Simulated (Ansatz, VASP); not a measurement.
## BeSb: VASP beside Ansatz

```
Be Sb
1.0
     3.87910    0.00000    0.00000
    -1.93955    3.35940    0.00000
     0.00000    0.00000    3.03755
Be Sb
1 1
Direct
  0.00000 0.00000 0.00000
  0.33333 0.66667 0.50000
```

Alike in both runs: functional PBE; k mesh 18 × 18 × 16; occupations gaussian, width 0.1 eV; no spin polarisation.

Ansatz relaxed the structure, and its values are those at the end. VASP's run is a single point on that final structure, the one shown.

|  | VASP | Ansatz |
| --- | --- | --- |
| version | VASP 6.6.1 | Ansatz 0.2.0 |
| potentials or method | VASP PAW PBE potentials, release 64 (Be, Sb), cutoff 520 eV | scalar-relativistic, plane waves, PAW |
| valence electrons in the cell | 7 | 17 |

|  | VASP | Ansatz | Ansatz less VASP |
| --- | --- | --- | --- |
| gap on the k mesh at the Fermi level (eV) | none | none | - |
| pressure (GPa) | 0.2 | 0.0 | -0.16 |

A gap of «none» marks a metal or a gap that the smearing closes. VASP's potentials hold 7 valence electrons a cell and Ansatz's 17, so a difference there can come from the potentials and not from the codes.

Spin-orbit coupling is off throughout.
